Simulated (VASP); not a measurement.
# BN (Fmm2) in VASP: a series of runs

The runs below take BN through single point, with PBE+D3(BJ).

Program: VASP 6.6.1. These are calculated values, not measurements. Logs are shortened: lines on timing, memory, paths and dates and some standing lists are left out, and cuts for length are marked.

### 1 The cell of the first run

It takes space group Fmm2 (No. 42, orthorhombic). The conventional cell has a = 2.508 Å, b = 6.278 Å, c = 4.338 Å, α = 90.00°, β = 90.00°, γ = 90.00°. B (site symmetry mm2) has 3 N at 1.45 Å within 1.9 Å. Within 1.9 Å of N (site symmetry mm2) lie 3 B at 1.45 Å.

### 2 Single point, PBE+D3(BJ) (strain -0.0600 x Voigt [0, 1, 0, 0, 0, 0])

The input, INCAR:

```
  PREC = Accurate
  ENCUT = 520
  EDIFF = 1E-6
  ISMEAR = 0
  SIGMA = 0.05
  LREAL = F
  LASPH = T
  NELM = 100
  ALGO = Normal
  ISIF = 2
  LWAVE = F
  LCHARG = F
  GGA = PE
  IVDW = 12
  NBANDS = 11
```

The input, KPOINTS:

```
Automatic mesh
0
Gamma
  12 12 12
```

The input, POSCAR:

```
BN
1.0
    0.0000000000      3.1391132581      2.1688319106
    1.2538424675      0.0000000000      2.1688319106
    1.2538424675      3.1391132581      0.0000000000
B N
1 1
Direct
    0.0001068737      0.0001068737      0.9998931263
    0.6665931163      0.6665931163      0.3334068837
```

Potentials or basis: VASP PAW PBE potentials, release 64 (B, N).

The run is started by

```sh
> cat potpaw_PBE.64/B/POTCAR potpaw_PBE.64/N/POTCAR > POTCAR
> mpirun -np 1 vasp_std > vasp.out
```

OUTCAR:

```text
PREC = Accurate
   ENCUT = 520
   EDIFF = 1E-6
   ISMEAR = 0
   LREAL = F
   LASPH = T
   NELM = 100
   ISIF = 2
   GGA = PE
   IVDW = 12
 IVDW          = 12

 ion  position               nearest neighbor table
   1  0.000  0.000  1.000-   2 1.45   2 1.45   2 1.45
   2  0.667  0.667  0.333-   1 1.45   1 1.45   1 1.45

  LATTYP: Found a face centered orthorhombic cell.
 ALAT       =     2.5076849350
 B/A-ratio  =     1.7297483271
 C/A-ratio  =     2.5035946217

  Lattice vectors:

 A1 = (  -0.0000000000,   3.1391132581,   2.1688319106)
 A2 = (  -1.2538424675,   3.1391132581,   0.0000000000)
 A3 = (  -1.2538424675,   0.0000000000,   2.1688319106)

Analysis of symmetry for initial positions (statically):
=====================================================================
 Subroutine PRICEL returns:
 Original cell was already a primitive cell.

 Routine SETGRP: Setting up the symmetry group for a
 face centered orthorhombic supercell.

 Subroutine GETGRP returns: Found  4 space group operations
 (whereof  4 operations were pure point group operations)
 out of a pool of  8 trial point group operations.

The static configuration has the point symmetry C_2v.

Analysis of symmetry for dynamics (positions and initial velocities):
=====================================================================
 Subroutine PRICEL returns:
 Original cell was already a primitive cell.

 Routine SETGRP: Setting up the symmetry group for a
 face centered orthorhombic supercell.

 Subroutine GETGRP returns: Found  4 space group operations
 (whereof  4 operations were pure point group operations)
 out of a pool of  8 trial point group operations.

The dynamic configuration has the point symmetry C_2v.

 Subroutine INISYM returns: Found  4 space group operations
 (whereof  4 operations are pure point group operations),
 and found     1 'primitive' translations

----------------------------------------------------------------------------------------

                                     Primitive cell

  volume of cell :      17.0728

  direct lattice vectors                    reciprocal lattice vectors
     0.000000000  3.139113258  2.168831911    -0.398774179  0.159280650  0.230538843
     1.253842467  0.000000000  2.168831911     0.398774179 -0.159280650  0.230538843
     1.253842467  3.139113258  0.000000000     0.398774179  0.159280650 -0.230538843

  length of vectors
     3.815476891  2.505185181  3.380259307     0.487380066  0.487380066  0.487380066

  position of ions in fractional coordinates (direct lattice)
     0.000106874  0.000106874  0.999893126
     0.666593116  0.666593116  0.333406884

  ion indices of the primitive-cell ions
   primitive index   ion index
                 1           1
                 2           2

----------------------------------------------------------------------------------------

 KPOINTS: Automatic mesh

Automatic generation of k-mesh.
 Grid dimensions read from file:
 generate k-points for:   12   12   12

 Generating k-lattice:

  Cartesian coordinates                     Fractional coordinates (reciprocal lattice)
    -0.033231182  0.013273387  0.019211570     0.083333333  0.000000000  0.000000000
     0.033231182 -0.013273387  0.019211570    -0.000000000  0.083333333 -0.000000000
     0.033231182  0.013273387 -0.019211570     0.000000000  0.000000000  0.083333333

  Length of vectors
     0.040615006  0.040615006  0.040615006

  Shift w.r.t. Gamma in fractional coordinates (k-lattice)
     0.000000000  0.000000000  0.000000000

 Subroutine IBZKPT returns following result:
 ===========================================

 Found    280 irreducible k-points:

 Following reciprocal coordinates:
            Coordinates               Weight
  0.000000  0.000000  0.000000      1.000000
  0.083333 -0.000000 -0.000000      8.000000
  0.166667 -0.000000 -0.000000      8.000000
  0.250000 -0.000000 -0.000000      8.000000
  0.333333 -0.000000 -0.000000      8.000000
  0.416667 -0.000000 -0.000000      8.000000
[... 16 lines left out ...]
  0.500000  0.166667 -0.000000      8.000000
 -0.416667  0.166667  0.000000      8.000000
 [... further k-points ...]
   k-points           NKPTS =    280   k-points in BZ     NKDIM =    280   number of bands    NBANDS=     11
   number of dos      NEDOS =    301   number of ions     NIONS =      2
   total plane-waves  NPLWV =  15680
   dimension x,y,z NGX =    28 NGY =   20 NGZ =   28
   dimension x,y,z NGXF=    56 NGYF=   40 NGZF=   56
   ions per type =               1   1
   NGX,Y,Z   is equivalent  to a cutoff of  12.20, 13.27, 13.77 a.u.
   NGXF,Y,Z  is equivalent  to a cutoff of  24.40, 26.54, 27.54 a.u.
 SYSTEM =  unknown system
   PREC   = accura    normal or accurate (medium, high low for compatibility)
   ISTART =      0    job   : 0-new  1-cont  2-samecut
   ICHARG =      2    charge: 1-file 2-atom 10-const
   ISPIN  =      1    spin polarized calculation?
[... 64 lines left out ...]
      3       1.4134      2.00000
      4       1.4402      2.00000
      5       8.3496      0.00000
      6      14.2746      0.00000
      7      14.4385      0.00000
      8      15.9686      0.00000
      9      17.7384      0.00000
     10      28.4745      0.00000
     11      30.6255      0.00000

 k-point     2 :       0.0833   -0.0000   -0.0000
  band No.  band energies     occupation
      1     -14.9895      2.00000
      2      -0.8962      2.00000
      3       0.8725      2.00000
      4       1.1626      2.00000
      5       8.6949      0.00000
      6      14.3126      0.00000
      7      14.9161      0.00000
      8      15.4384      0.00000
      9      18.1936      0.00000
     10      28.4022      0.00000
     11      28.9026      0.00000

 k-point     3 :       0.1667   -0.0000   -0.0000
  band No.  band energies     occupation
      1     -14.5675      2.00000
      2      -0.6731      2.00000
      3      -0.4471      2.00000
      4       0.5346      2.00000
      5       9.5665      0.00000
      6      14.0325      0.00000
      7      14.2145      0.00000
      8      16.5165      0.00000
      9      19.3068      0.00000
     10      25.5616      0.00000
     11      29.1435      0.00000

 k-point     4 :       0.2500   -0.0000   -0.0000
  band No.  band energies     occupation
      1     -13.8978      2.00000
      2      -2.3265      2.00000
      3      -0.1951      2.00000
      4      -0.0426      2.00000
      5      10.4606      0.00000
      6      12.4450      0.00000
      7      14.2018      0.00000
      8      18.7783      0.00000
      9      20.6394      0.00000
     10      23.4941      0.00000
     11      27.9297      0.00000

 k-point     5 :       0.3333   -0.0000   -0.0000
  band No.  band energies     occupation
      1     -13.0552      2.00000
      2      -4.1058      2.00000
      3      -0.8184      2.00000
      4       0.6729      2.00000
      5       9.5922      0.00000
      6      12.3420      0.00000
      7      14.7181      0.00000
      8      21.0478      0.00000
      9      21.4141      0.00000
     10      22.8923      0.00000
     11      26.8901      0.00000
[... 211 lines left out ...]
 k-point    21 :       0.3333    0.1667   -0.0000
  band No.  band energies     occupation
      1     -13.5572      2.00000
      2      -2.8073      2.00000
      3      -1.1632      2.00000
      4       0.6329      2.00000
      5      10.7896      0.00000
      6      12.0680      0.00000
      7      15.1642      0.00000
      8      17.8279      0.00000
      9      21.5015      0.00000
     10      22.6068      0.00000
     11      28.0533      0.00000

 k-point    22 :       0.4167    0.1667   -0.0000
  band No.  band energies     occupation
      1     -12.7553      2.00000
      2      -4.1245      2.00000
      3      -2.0582      2.00000
      4       1.3338      2.00000
      5       9.6014      0.00000
      6      12.9237      0.00000
      7      15.6406      0.00000
      8      18.8355      0.00000
      9      20.3379      0.00000
     10      24.0041      0.00000
     11      27.4911      0.00000

 k-point    23 :       0.5000    0.1667   -0.0000
  band No.  band energies     occupation
      1     -11.9717      2.00000
      2      -5.3078      2.00000
      3      -2.5853      2.00000
      4       1.9918      2.00000
      5       8.1364      0.00000
      6      13.9859      0.00000
      7      16.2098      0.00000
      8      18.6978      0.00000
      9      21.2349      0.00000
     10      24.8565      0.00000
     11      26.7183      0.00000

 k-point    24 :      -0.4167    0.1667    0.0000
  band No.  band energies     occupation
      1     -11.5919      2.00000
      2      -5.8271      2.00000
      3      -2.7458      2.00000
      4       2.1816      2.00000
      5       7.5345      0.00000
      6      14.3339      0.00000
      7      16.5971      0.00000
      8      18.8805      0.00000
      9      22.1769      0.00000
     10      24.3056      0.00000
     11      26.3102      0.00000

 [... further k-points ...]

------------------------ aborting loop because EDIFF is reached ----------------------------------------

 Edisp (eV)   -0.30171

 E8    (eV) :    -0.0890

  FORCE on cell =-STRESS in cart. coord.  units (eV):
  Direction    XX          YY          ZZ          XY          YZ          ZX
  --------------------------------------------------------------------------------------
  -------------------------------------------------------------------------------------
  Total       0.02890     0.25761    -0.04558     0.00000     0.00000     0.00000
  in kB       2.71202    24.17466    -4.27737     0.00000     0.00000     0.00000
  external pressure =        7.54 kB  Pullay stress =        0.00 kB

 VOLUME and BASIS-vectors are now :
 -----------------------------------------------------------------------------
  energy-cutoff  :      520.00
  volume of cell :       17.07
      direct lattice vectors                 reciprocal lattice vectors
     0.000000000  3.139113258  2.168831911    -0.398774179  0.159280650  0.230538843
     1.253842467  0.000000000  2.168831911     0.398774179 -0.159280650  0.230538843
     1.253842467  3.139113258  0.000000000     0.398774179  0.159280650 -0.230538843

 POSITION                                       TOTAL-FORCE (eV/Angst)
 -----------------------------------------------------------------------------------
      1.25384      3.13911      0.00046         0.000000      0.000000      0.010744
      1.25384      3.13911      2.89146         0.000000      0.000000     -0.010744
 -----------------------------------------------------------------------------------
    total drift:                                0.000003      0.000002     -0.000078

  FREE ENERGIE OF THE ION-ELECTRON SYSTEM (eV)
  ---------------------------------------------------
  free  energy   TOTEN  =       -17.8479299360 eV

  energy  without entropy=      -17.8479299360  energy(sigma->0) =      -17.84792994
```

Wall time 55 s (1 thread of Intel Xeon 8259CL, shared host); peak memory 0.19 GiB.

Results:

| Item | Value |
| --- | --- |
| Free energy | -17.8479 eV |
| Pressure | 0.8 GPa |
| Largest force | 0.011 eV/Å |
| Band gap on the k mesh | 3.25 eV (least direct gap 4.52 eV) |
| Dispersion energy per atom | -0.151 eV |

Forces in eV/Å, atoms in the order of the input:
```
B    0.000  0.000  0.011
N    0.000  0.000 -0.011
```

Caveat: the cell differs from its parent crystal (strain -0.0600 x Voigt [0, 1, 0, 0, 0, 0]). A k mesh can miss the band edges.

### 3 Single point, PBE+D3(BJ) (strain -0.0450 x Voigt [0, 1, 0, 0, 0, 0])

The input, INCAR:

```
SYSTEM = BN
ALGO     = Normal         ! electronic algorithm
EDIFF    = 1E-6           ! SCF threshold, eV
ENCUT    = 520            ! plane-wave cutoff, eV
GGA      = PE             ! functional
ISIF     = 2              ! what is computed and relaxed
ISMEAR   = 0              ! smearing method
IVDW     = 12             ! dispersion correction
LASPH    = .True.         ! aspherical terms in the spheres
LCHARG   = .False.        ! write CHGCAR
LREAL    = .False.        ! projectors in reciprocal space
LWAVE    = .False.        ! write WAVECAR
NBANDS   = 11             ! bands
NELM     = 60             ! most SCF steps
PREC     = Accurate       ! precision mode
SIGMA    = 0.05           ! smearing width, eV
```

The input, KPOINTS:

```
k-points
0
Gamma
  12 12 12
  0 0 0
```

The input, POSCAR:

```
BN
1.0
    0.0000000000      3.1892054910      2.1688319106
    1.2538424675      0.0000000000      2.1688319106
    1.2538424675      3.1892054910      0.0000000000
B N
1 1
Direct
    0.0001068737      0.0001068737      0.9998931263
    0.6665931163      0.6665931163      0.3334068837
```

Potentials or basis: VASP PAW PBE potentials, release 64 (B, N).

The run is started by

```sh
> cat potpaw_PBE.64/B/POTCAR potpaw_PBE.64/N/POTCAR > POTCAR
> mpirun -np 1 vasp_std > vasp.out
```

Run time: 67 s. Hardware: 1 thread of Intel Xeon 8259CL, shared host; peak memory 0.19 GiB.

It converged, with:

| Property | Result |
| --- | --- |
| Free energy | -17.8516 eV |
| Pressure | 0.5 GPa |
| Largest force | 0.008 eV/Å |
| Band gap on the k mesh | 3.36 eV (least direct gap 4.53 eV) |
| Dispersion energy per atom | -0.148 eV |

Forces in eV/Å, atoms in the order of the input:
```
B    0.000  0.000  0.008
N    0.000  0.000 -0.008
```

Stress tensor (GPa, compression positive):
```
 0.23  0.00  0.00
 0.00  1.59  0.00
 0.00  0.00 -0.25
```

Levels at points of the mesh, in eV from the valence-band top:
| k point | band 2 | band 3 | band 4 | band 5 | band 6 | band 7 |
| --- | --- | --- | --- | --- | --- | --- |
| (0.00, 0.00, 0.00) | -4.05 | -1.54 | -1.52 | 5.28 | 11.33 | 11.48 |
| (0.50, 0.00, 0.00) | -9.10 | -4.32 | -1.13 | 4.45 | 9.72 | 13.70 |
| (0.50, 0.50, 0.00) | -9.27 | -4.30 | -0.30 | 6.15 | 9.31 | 12.41 |
| (0.50, 0.00, 0.50) | -6.60 | -1.58 | -1.52 | 10.44 | 11.25 | 11.38 |
| (0.00, 0.50, 0.50) | -8.90 | -4.39 | -1.88 | 3.36 | 9.65 | 15.10 |

Caveat: the cell differs from its parent crystal (strain -0.0450 x Voigt [0, 1, 0, 0, 0, 0]). A k mesh can miss the band edges.

### 4 Single point, PBE+D3(BJ) (strain -0.0300 x Voigt [0, 1, 0, 0, 0, 0])

The input, INCAR:

```
SYSTEM = BN
  ALGO = Normal
  EDIFF = 1E-6
  ENCUT = 520
  GGA = PE
  ISIF = 2
  ISMEAR = 0
  IVDW = 12
  LASPH = .TRUE.
  LCHARG = .TRUE.
  LELF = .TRUE.
  LREAL = .FALSE.
  LVHAR = .TRUE.
  LWAVE = .FALSE.
  NBANDS = 11
  NELM = 100
  PREC = Accurate
  SIGMA = 0.05
```

The input, KPOINTS:

```
k-points
0
G
  12 12 12
  0 0 0
```

The input, POSCAR:

```
BN
1.0
    0.0000000000      3.2392977238      2.1688319106
    1.2538424675      0.0000000000      2.1688319106
    1.2538424675      3.2392977238      0.0000000000
B N
1 1
Direct
    0.0001068737      0.0001068737      0.9998931263
    0.6665931163      0.6665931163      0.3334068837
```

The run is started by

```sh
> cat potpaw_PBE.64/B/POTCAR potpaw_PBE.64/N/POTCAR > POTCAR
> mpirun -np 1 vasp_std > vasp.out
```

Run time: 68 s. Hardware: 1 thread of Intel Xeon 8259CL, shared host; peak memory 0.19 GiB.

It converged, with:

```
Free energy                : -17.8540 eV
Pressure                   : 0.3 GPa
Largest force              : 0.005 eV/Å
Band gap on the k mesh     : 3.47 eV (least direct gap 4.52 eV)
Dispersion energy per atom : -0.145 eV
```

Forces on the atoms (eV/Å):
```
B    0.000  0.000  0.005
N    0.000  0.000 -0.005
```

Stress tensor (GPa, compression positive):
```
 0.20  0.00  0.00
 0.00  0.90  0.00
 0.00  0.00 -0.09
```

Levels at points of the mesh, in eV from the valence-band top:
```tsv
k point	band 2	band 3	band 4	band 5	band 6	band 7
(0.00, 0.00, 0.00)	-4.12	-1.50	-1.48	5.21	11.38	11.50
(0.50, 0.00, 0.00)	-9.05	-4.28	-1.09	4.50	9.75	13.64
(0.50, 0.50, 0.00)	-9.21	-4.27	-0.33	6.10	9.33	12.39
(0.50, 0.00, 0.50)	-6.49	-1.53	-1.48	10.32	11.30	11.42
(0.00, 0.50, 0.50)	-8.88	-4.35	-1.78	3.47	9.70	15.00
```

Caveat: the cell differs from its parent crystal (strain -0.0300 x Voigt [0, 1, 0, 0, 0, 0]).

### 5 Single point, PBE+D3(BJ) (strain -0.0150 x Voigt [0, 1, 0, 0, 0, 0])

The input, INCAR:

```
ALGO = Normal
EDIFF = 1E-6
ENCUT = 520
GGA = PE
ISIF = 2
ISMEAR = 0
IVDW = 12
LASPH = T
LCHARG = F
LREAL = F
LWAVE = F
NBANDS = 11
NELM = 60
PREC = Accurate
SIGMA = 0.05
```

The input, KPOINTS:

```
k-points
0
Gamma
  12 12 12
```

The input, POSCAR:

```
BN
1.0
    0.0000000000      3.2893899567      2.1688319106
    1.2538424675      0.0000000000      2.1688319106
    1.2538424675      3.2893899567      0.0000000000
B N
1 1
Direct
    0.0001068737      0.0001068737      0.9998931263
    0.6665931163      0.6665931163      0.3334068837
```

The run is started by

```sh
> cat potpaw_PBE.64/B/POTCAR potpaw_PBE.64/N/POTCAR > POTCAR
> mpirun -np 1 vasp_std > vasp.out
```

It took 71 s on 1 thread of Intel Xeon 8259CL, shared host; peak memory 0.2 GiB.

Results (log left out):

* Free energy: -17.8553 eV
* Pressure: 0.2 GPa
* Band gap on the k mesh: 3.57 eV (least direct gap 4.53 eV)
* Dispersion energy per atom: -0.143 eV

Forces on the atoms (eV/Å):
```
B    0.000  0.000  0.002
N    0.000  0.000 -0.002
```

Stress tensor (GPa, compression positive):
```
0.19 0.00 0.00
0.00 0.32 0.00
0.00 0.00 0.05
```

Levels at points of the mesh, in eV from the valence-band top:
| k point | band 1 | band 2 | band 3 | band 4 | band 5 | band 6 | band 7 | band 8 | band 9 |
| --- | --- | --- | --- | --- | --- | --- | --- | --- | --- |
| (0.00, 0.00, 0.00) | -17.94 | -4.18 | -1.46 | -1.45 | 5.15 | 11.42 | 11.53 | 13.01 | 14.60 |
| (0.50, 0.00, 0.00) | -14.71 | -9.02 | -4.25 | -1.05 | 4.55 | 9.77 | 13.59 | 16.30 | 20.40 |
| (0.50, 0.50, 0.00) | -14.78 | -9.16 | -4.24 | -0.35 | 6.04 | 9.35 | 12.37 | 14.08 | 19.80 |
| (0.50, 0.00, 0.50) | -17.63 | -6.38 | -1.50 | -1.44 | 10.20 | 11.35 | 11.46 | 12.20 | 16.51 |
| (0.00, 0.50, 0.50) | -14.61 | -8.86 | -4.31 | -1.68 | 3.57 | 9.76 | 14.90 | 19.03 | 20.76 |

Caveat: the cell differs from its parent crystal (strain -0.0150 x Voigt [0, 1, 0, 0, 0, 0]). A k mesh can miss the band edges.

### 6 Overview

| cell | gap on the mesh (eV) | pressure (GPa) | largest force (eV/Å) |
| --- | --- | --- | --- |
| a = 3.815, b = 2.505, c = 3.380 Å, angles 79.3, 40.2, 60.5°, 2 atoms | 3.25 | 0.8 | 0.01 |
| a = 3.857, b = 2.505, c = 3.427 Å, angles 79.4, 39.7, 60.9°, 2 atoms | 3.36 | 0.5 | 0.01 |
| a = 3.898, b = 2.505, c = 3.473 Å, angles 79.6, 39.2, 61.2°, 2 atoms | 3.47 | 0.3 | - |
| a = 3.940, b = 2.505, c = 3.520 Å, angles 79.7, 38.7, 61.5°, 2 atoms | 3.57 | 0.2 | - |

Alike in all rows: task single point; level PBE+D3(BJ); potentials or basis VASP PAW PBE potentials, release 64 (B, N); no spin polarisation; k mesh 12 × 12 × 12; cutoff (eV) 520; smearing gaussian 0.05 eV.

Total energies depend on the potentials used, so only differences within one code and one set of settings carry meaning.
